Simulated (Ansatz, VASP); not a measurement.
# Na: VASP beside Ansatz

File INCAR:

```
PREC = Accurate
ENCUT = 520
EDIFF = 1E-7
ISMEAR = -1
SIGMA = 0.05
LREAL = F
LASPH = T
NELM = 80
ALGO = Normal
ISIF = 2
LWAVE = F
LCHARG = F
GGA = CA
NBANDS = 10
```

Contents of KPOINTS:

```
regular mesh
0
Gamma
  13 13 13
```

The input POSCAR:

```
Na
1.0
    0.0000000000      2.4212323255      2.4212323255
    2.4212323255      0.0000000000      2.4212323255
    2.4212323255      2.4212323255      0.0000000000
Na
1
Direct
    0.0000000000      0.0000000000      0.0000000000
```

Input for Ansatz:

```yaml
crystal:
  lattice:
    - [0.0, 2.4212323255, 2.4212323255]
    - [2.4212323255, 0.0, 2.4212323255]
    - [2.4212323255, 2.4212323255, 0.0]
  atoms:
    - { symbol: Na, position: [0.0, 0.0, 0.0] }
kpoints:
  mp_grid: { grid: [13, 13, 13] }
scf:
  occupations: { method: fermi_dirac, width: 0.05 }
hamiltonian:
  xc: lda
  pseudopotentials: { kind: all_electron, lapw: { basis_error: 0.001 } }
output:
  forces: true
  stress: true
  eigenvalues: true
  populations: true
```

Change from the starting cell: volume scaled by 0.85, LAPW.

Alike in both runs: task single point; functional LDA; k mesh 13 × 13 × 13; occupations fermi-dirac, width 0.05 eV; no spin polarisation.

|  | VASP | Ansatz |
| --- | --- | --- |
| version | VASP 6.6.1 | Ansatz 0.2.0 |
| potentials or method | VASP PAW LDA potentials, release 64 (Na_pv), cutoff 520 eV | all-electron LAPW, scalar-relativistic |

```csv
,VASP,Ansatz,Ansatz less VASP
pressure (GPa),2.0,2.0,+0.01
```

LDA's correlation is that of Perdew and Zunger in VASP and of Perdew and Wang (1992) in Ansatz. Ansatz ran all-electron here, and VASP with PAW potentials.
